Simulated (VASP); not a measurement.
# Ag in VASP: relaxation of the atoms with PBE

Aim: the relaxation of the atoms of Ag with PBE.

Program: VASP 6.6.1. These are calculated values, not measurements. Logs are shortened: lines on timing, memory, paths and dates and some standing lists are left out, and cuts for length are marked.

### Step 1. The cell of the first run

The cell holds a slab with vacuum, 16 atoms: a = 5.865 Å, b = 5.865 Å, c = 22.221 Å, α = 90.00°, β = 90.00°, γ = 90.00°.

### Step 2. Relaxation of the atoms, PBE

The input, INCAR:

```
PREC = Accurate
ENCUT = 520
EDIFF = 1E-6
ISMEAR = 0
SIGMA = 0.1
LREAL = Auto
LASPH = T
NELM = 80
ALGO = Normal
ISIF = 2
LWAVE = F
LCHARG = F
LDIPOL = T
IDIPOL = 3
DIPOL = 0.5 0.5 0.500
GGA = PE
IBRION = 2
NSW = 90
EDIFFG = -0.03
LUSENCCL = F
```

The input, KPOINTS:

```
Automatic mesh
0
Gamma
  3 3 1
```

The input, POSCAR:

```
Ag
1.0
    5.8650143192      0.0000000000      0.0000000000
    0.0000000000      5.8650143192      0.0000000000
    0.0000000000      0.0000000000     22.2207870953
Ag
16
Selective dynamics
Direct
    0.2500000000      0.2500000000      0.3600232506  F F F
    0.2500000000      0.7500000000      0.3600232506  F F F
    0.7500000000      0.2500000000      0.3600232506  F F F
    0.7500000000      0.7500000000      0.3600232506  F F F
    0.5000000000      0.5000000000      0.4533410835  F F F
    0.5000000000      0.0000000000      0.4533410835  F F F
    0.0000000000      0.5000000000      0.4533410835  F F F
    0.0000000000      0.0000000000      0.4533410835  F F F
    0.7500000000      0.7500000000      0.5466589165  T T T
    0.7500000000      0.2500000000      0.5466589165  T T T
    0.2500000000      0.7500000000      0.5466589165  T T T
    0.2500000000      0.2500000000      0.5466589165  T T T
    0.0000000000      0.0000000000      0.6399767494  T T T
    0.0000000000      0.5000000000      0.6399767494  T T T
    0.5000000000      0.0000000000      0.6399767494  T T T
    0.5000000000      0.5000000000      0.6399767494  T T T
```

Potentials or basis: VASP PAW PBE potentials, release 64 (Ag).

Started as:

```sh
$ cat potpaw_PBE.64/Ag/POTCAR > POTCAR
$ mpirun -np 1 vasp_std > vasp.out
```

OUTCAR:

```text
PREC = Accurate
   ENCUT = 520
   EDIFF = 1E-6
   ISMEAR = 0
   LREAL = Auto
   LASPH = T
   NELM = 80
   ISIF = 2
   GGA = PE
   IBRION = 2
   NSW = 90
   EDIFFG = -0.03

 ion  position               nearest neighbor table
   1  0.250  0.250  0.360-   5 2.93   6 2.93   7 2.93   8 2.93   2 2.93   3 2.93   2 2.93   3 2.93

   2  0.250  0.750  0.360-   5 2.93   6 2.93   7 2.93   8 2.93   1 2.93   4 2.93   1 2.93   4 2.93

   3  0.750  0.250  0.360-   5 2.93   6 2.93   7 2.93   8 2.93   1 2.93   4 2.93   4 2.93   1 2.93
[... 23 lines left out ...]
  15  0.500  0.000  0.640-   9 2.93  10 2.93  11 2.93  12 2.93  13 2.93  16 2.93  16 2.93  13 2.93

  16  0.500  0.500  0.640-   9 2.93  10 2.93  11 2.93  12 2.93  14 2.93  15 2.93  15 2.93  14 2.93

  LATTYP: Found a simple tetragonal cell.
 ALAT       =     5.8650143192
 C/A-ratio  =     3.7887012522

  Lattice vectors:

 A1 = (   5.8650143192,   0.0000000000,   0.0000000000)
 A2 = (   0.0000000000,   5.8650143192,   0.0000000000)
 A3 = (   0.0000000000,   0.0000000000,  22.2207870953)

Analysis of symmetry for initial positions (statically):
=====================================================================
 Subroutine PRICEL returns following result:

  LATTYP: Found a simple tetragonal cell.
 ALAT       =     2.9325071596
 C/A-ratio  =     7.5774025044

  Lattice vectors:

 A1 = (   2.9325071596,   0.0000000000,   0.0000000000)
 A2 = (   0.0000000000,   2.9325071596,   0.0000000000)
 A3 = (   0.0000000000,   0.0000000000,  22.2207870953)

   4 primitive cells build up your supercell.

 Routine SETGRP: Setting up the symmetry group for a
 simple tetragonal supercell.

 Subroutine GETGRP returns: Found 16 space group operations
 (whereof  8 operations were pure point group operations)
 out of a pool of 16 trial point group operations.

The static configuration has the point symmetry C_4v.
 The point group associated with its full space group is D_4h.

Analysis of symmetry for dynamics (positions and initial velocities):
=====================================================================
 Subroutine PRICEL returns following result:

  LATTYP: Found a simple tetragonal cell.
 ALAT       =     2.9325071596
 C/A-ratio  =     7.5774025044

  Lattice vectors:

 A1 = (   2.9325071596,   0.0000000000,   0.0000000000)
 A2 = (   0.0000000000,   2.9325071596,   0.0000000000)
 A3 = (   0.0000000000,   0.0000000000,  22.2207870953)

   4 primitive cells build up your supercell.

 Routine SETGRP: Setting up the symmetry group for a
 simple tetragonal supercell.

 Subroutine GETGRP returns: Found 16 space group operations
 (whereof  8 operations were pure point group operations)
 out of a pool of 16 trial point group operations.

The dynamic configuration has the point symmetry C_4v.
 The point group associated with its full space group is D_4h.

Analysis of constrained symmetry for selective dynamics:
=====================================================================
 Subroutine PRICEL returns following result:

  LATTYP: Found a simple tetragonal cell.
 ALAT       =     2.9325071596
 C/A-ratio  =     7.5774025044

  Lattice vectors:

 A1 = (   2.9325071596,   0.0000000000,   0.0000000000)
 A2 = (   0.0000000000,   2.9325071596,   0.0000000000)
 A3 = (   0.0000000000,   0.0000000000,  22.2207870953)

   4 primitive cells build up your supercell.

 Routine SETGRP: Setting up the symmetry group for a
 simple tetragonal supercell.

 Subroutine GETGRP returns: Found  8 space group operations
 (whereof  8 operations were pure point group operations)
 out of a pool of 16 trial point group operations.

The constrained configuration has the point symmetry C_4v.

 Subroutine INISYM returns: Found  8 space group operations
 (whereof  8 operations are pure point group operations),
 and found     4 'primitive' translations

----------------------------------------------------------------------------------------

                                     Primitive cell

  volume of cell :     191.0898

  direct lattice vectors                    reciprocal lattice vectors
     2.932507160  0.000000000  0.000000000     0.341005135  0.000000000  0.000000000
     0.000000000  2.932507160  0.000000000     0.000000000  0.341005135  0.000000000
     0.000000000  0.000000000 22.220787095     0.000000000  0.000000000  0.045002906

  length of vectors
     2.932507160  2.932507160 22.220787095     0.341005135  0.341005135  0.045002906

  position of ions in fractional coordinates (direct lattice)
     0.500000000  0.500000000  0.360023251
     0.000000000  0.000000000  0.453341083
     0.500000000  0.500000000  0.546658917
     0.000000000  0.000000000  0.639976749

  ion indices of the primitive-cell ions
   primitive index   ion index
                 1           1
                 2           5
                 3          12
                 4          13

----------------------------------------------------------------------------------------

 KPOINTS: Automatic mesh

Automatic generation of k-mesh.
 Grid dimensions read from file:
 generate k-points for:    3    3    1

 Generating k-lattice:

  Cartesian coordinates                     Fractional coordinates (reciprocal lattice)
     0.056834189  0.000000000  0.000000000     0.333333333  0.000000000  0.000000000
     0.000000000  0.056834189  0.000000000     0.000000000  0.333333333  0.000000000
     0.000000000  0.000000000  0.045002906     0.000000000  0.000000000  1.000000000

  Length of vectors
     0.056834189  0.056834189  0.045002906

  Shift w.r.t. Gamma in fractional coordinates (k-lattice)
     0.000000000  0.000000000  0.000000000

 Subroutine IBZKPT returns following result:
 ===========================================

 Found      3 irreducible k-points:

 Following reciprocal coordinates:
            Coordinates               Weight
  0.000000  0.000000  0.000000      1.000000
  0.333333  0.000000  0.000000      4.000000
  0.333333  0.333333  0.000000      4.000000
   k-points           NKPTS =      3   k-points in BZ     NKDIM =      3   number of bands    NBANDS=    105
   number of dos      NEDOS =    301   number of ions     NIONS =     16
   total plane-waves  NPLWV = 387072
   dimension x,y,z NGX =    48 NGY =   48 NGZ =  168
   dimension x,y,z NGXF=    96 NGYF=   96 NGZF=  336
   ions per type =              16
   NGX,Y,Z   is equivalent  to a cutoff of  13.61, 13.61, 12.57 a.u.
   NGXF,Y,Z  is equivalent  to a cutoff of  27.21, 27.21, 25.14 a.u.
 SYSTEM =  unknown system
   PREC   = accura    normal or accurate (medium, high low for compatibility)
   ISTART =      0    job   : 0-new  1-cont  2-samecut
   ICHARG =      2    charge: 1-file 2-atom 10-const
   ISPIN  =      1    spin polarized calculation?
   LNONCOLLINEAR =      F non collinear calculations
   LSORBIT =      F    spin-orbit coupling
   LASPH  =      T    aspherical Exc in radial PAW
   ENCUT  =  520.0 eV  38.22 Ry    6.18 a.u.  10.91 10.91 41.32*2*pi/ulx,y,z
   NELM   =     80;   NELMIN=  2; NELMDL= -5     # of ELM steps
   EDIFF  = 0.1E-05   stopping-criterion for ELM
   LREAL  =      T    real-space projection
   EDIFFG = -.3E-01   stopping-criterion for IOM
   NSW    =     90    number of steps for IOM
   IBRION =      2    ionic relax: 0-MD 1-quasi-New 2-CG
   NFREE  =      1    steps in history (QN), initial steepest desc. (CG)
   ISIF   =      2    stress and relaxation
   ISYM   =      2    0-nonsym 1-usesym 2-fastsym
   POTIM  = 0.5000    time-step for ionic-motion
   TEBEG  =    0.0;   TEEND  =   0.0 temperature during run
   PSTRESS=    0.0 pullay stress
   NELECT =     176.0000    total number of electrons
   NUPDOWN=      -1.0000    fix difference up-down
   EMIN   =  10.00;   EMAX   =-10.00  energy-range for DOS
   EFERMI =   0.00;   METHOD = LEGACY
   ISMEAR =     0;   SIGMA  =   0.10  broadening in eV -4-tet -1-fermi 0-gaus
   EFERMI_NEDOS =   21; number of points for ismear=-14 and -15
   IALGO  =     38    algorithm
   IMIX   =      4    mixing-type and parameters
     AMIX     =   0.40;   BMIX     =  1.00
     AMIX_MAG =   1.60;   BMIX_MAG =  1.00
  volume/ion in A,a.u.               =      47.77       322.38
  Fermi-wavevector in a.u.,A,eV,Ry     =   1.003413  1.896176 13.698866  1.006838
  Thomas-Fermi vector in A             =   2.135963
   LORBIT       =      0    0 simple, 1 ext, 2 COOP (PROOUT), +10 PAW based schemes
   GGA     = PE    functional components
   LHFCALC =     F    Hartree Fock is set to
   AEXX    =    0.0000 exact exchange contribution
   IVDW    =     0    specifies the selected vdW correction
   LEPSILON=     F    determine dielectric tensor
   LRPA    =     F    only Hartree local field effects (RPA)
 conjugate gradient relaxation of ions
 non-spin polarized calculation
 Gauss-broadening in eV      SIGMA  =   0.10
  energy-cutoff  :      520.00
  volume of cell :      764.36
 maximum number of plane-waves:     20588
 NGX is ok and might be reduce to    48
   NGX = 21   NGY = 21   NGZ = 83

--------------------------------------- Ionic step        1  -------------------------------------------

 number of electron     176.0000046 magnetization

 Free energy of the ion-electron system (eV)
  ---------------------------------------------------
  ext. energy  EPLUGINS =         0.00000000
  ---------------------------------------------------
  free energy    TOTEN  =       -39.39741412 eV

  energy without entropy =      -39.30951666  energy(sigma->0) =      -39.35346539

------------------------ aborting loop because EDIFF is reached ----------------------------------------

  FORCE on cell =-STRESS in cart. coord.  units (eV):
  Direction    XX          YY          ZZ          XY          YZ          ZX
  --------------------------------------------------------------------------------------
  -------------------------------------------------------------------------------------
  Total       -4.2104345     -4.2104345     -2.8449045      0.0000000      0.0000000      0.0000000
  in kB       -8.8255120     -8.8255120     -5.9632179      0.0000000      0.0000000      0.0000000
  external PRESSURE =      -7.8714140 kB  Pullay stress =       0.0000000 kB
[... 231 lines left out ...]
  FREE ENERGIE OF THE ION-ELECTRON SYSTEM (eV)
  ---------------------------------------------------
  free  energy   TOTEN  =       -39.4097608642 eV

  energy  without entropy=      -39.3218716629  energy(sigma->0) =      -39.36581626

 dipolmoment           0.000000      0.000000      0.000682 electrons x Angstroem

--------------------------------------- Ionic step        6  -------------------------------------------

 number of electron     176.0000041 magnetization

 dipolmoment           0.000000      0.000000     -0.001852 electrons x Angstroem

 Free energy of the ion-electron system (eV)
  ---------------------------------------------------
  ext. energy  EPLUGINS =         0.00000000
  ---------------------------------------------------
  free energy    TOTEN  =       -39.41139200 eV

  energy without entropy =      -39.32274351  energy(sigma->0) =      -39.36706775

 E-fermi :   0.4434     XC(G=0):  -5.2142

 val. band max:        0.4433753947   @ k =   0.3333   0.0000   0.0000
 cond. band min:       0.4887308061   @ k =   0.0000   0.0000   0.0000
 fundamental gap:      0.0453554114
 Fermi energy:         0.4433837965

 k-point     1 :       0.0000    0.0000    0.0000
  band No.  band energies     occupation
      1      -6.6484      2.00000
      2      -5.6950      2.00000
      3      -5.6105      2.00000
      4      -5.5865      2.00000
      5      -5.5680      2.00000
      6      -5.5632      2.00000
[... 92 lines left out ...]
     99       3.0941      0.00000
    100       4.4296      0.00000

 k-point     2 :       0.3333    0.0000    0.0000
  band No.  band energies     occupation
      1      -6.1619      2.00000
      2      -5.5404      2.00000
      3      -5.5069      2.00000
      4      -5.4515      2.00000
      5      -5.3766      2.00000
      6      -5.3564      2.00000
[... 92 lines left out ...]
     99       3.5343      0.00000
    100       3.8829      0.00000

 k-point     3 :       0.3333    0.3333    0.0000
  band No.  band energies     occupation
      1      -5.6955      2.00000
      2      -5.2170      2.00000
      3      -5.2170      2.00000
      4      -5.2060      2.00000
      5      -5.1967      2.00000
      6      -5.1791      2.00000
[... 92 lines left out ...]
     99       4.6170      0.00000
    100       4.8108      0.00000
 [bands above 100 left out]

------------------------ aborting loop because EDIFF is reached ----------------------------------------

 vacuum level on the upper side and lower side of the slab       (xc-potential included)        -0.010        -0.001

  FORCE on cell =-STRESS in cart. coord.  units (eV):
  Direction    XX          YY          ZZ          XY          YZ          ZX
  --------------------------------------------------------------------------------------
  -------------------------------------------------------------------------------------
  Total       -3.6837079     -3.6837079     -1.9164887      0.0000000      0.0000000      0.0000000
  in kB       -7.7214377     -7.7214377     -4.0171612      0.0000000      0.0000000      0.0000000
  external PRESSURE =      -6.4866789 kB  Pullay stress =       0.0000000 kB
[... 31 lines left out ...]
  FREE ENERGIE OF THE ION-ELECTRON SYSTEM (eV)
  ---------------------------------------------------
  free  energy   TOTEN  =       -39.4113919994 eV

  energy  without entropy=      -39.3227435084  energy(sigma->0) =      -39.36706775

 reached required accuracy - stopping structural energy minimisation

 vacuum level on the upper side and lower side of the slab         4.518         4.527
```

Wall time 2.9 min (1 × NVIDIA H100 80GB with 1 thread of AMD EPYC 7R13 (Zen 3), shared host); peak memory 1.7 GiB.

What came out:

```
Free energy               : -39.4114 eV
Energy gained by relaxing : 0.9 meV/atom
Ionic steps               : 6
Band gap on the k mesh    : zero (bands 88 and 89 overlap by 0.05 eV)
```

Step by step:
```tsv
step	energy change (eV)	largest force on free atoms (eV/Å)	pressure (GPa)
1	0.0000	0.1456	-0.79
2	-0.0057	0.1129	-0.76
3	-0.0112	0.0546	-0.72
4	-0.0117	0.0367	-0.69
5	-0.0123	0.0360	-0.68
6	-0.0140	0.0293	-0.65
```

Final structure:
```yaml
crystal:
  lattice:
    - [5.86501, 0.00000, 0.00000]
    - [0.00000, 5.86501, 0.00000]
    - [0.00000, 0.00000, 22.22079]
  atoms:
    - { symbol: Ag, position: [0.25000, 0.25000, 0.36002] }
    - { symbol: Ag, position: [0.25000, 0.75000, 0.36002] }
    - { symbol: Ag, position: [0.75000, 0.25000, 0.36002] }
    - { symbol: Ag, position: [0.75000, 0.75000, 0.36002] }
    - { symbol: Ag, position: [0.50000, 0.50000, 0.45334] }
    - { symbol: Ag, position: [0.50000, 0.00000, 0.45334] }
    - { symbol: Ag, position: [0.00000, 0.50000, 0.45334] }
    - { symbol: Ag, position: [0.00000, 0.00000, 0.45334] }
    - { symbol: Ag, position: [0.75000, 0.75000, 0.54714] }
    - { symbol: Ag, position: [0.75000, 0.25000, 0.54714] }
    - { symbol: Ag, position: [0.25000, 0.75000, 0.54714] }
    - { symbol: Ag, position: [0.25000, 0.25000, 0.54714] }
    - { symbol: Ag, position: [0.00000, 0.00000, 0.63838] }
    - { symbol: Ag, position: [0.00000, 0.50000, 0.63838] }
    - { symbol: Ag, position: [0.50000, 0.00000, 0.63838] }
    - { symbol: Ag, position: [0.50000, 0.50000, 0.63838] }
```

The gap in the log of VASP goes by the Fermi energy; the results here count the filled bands.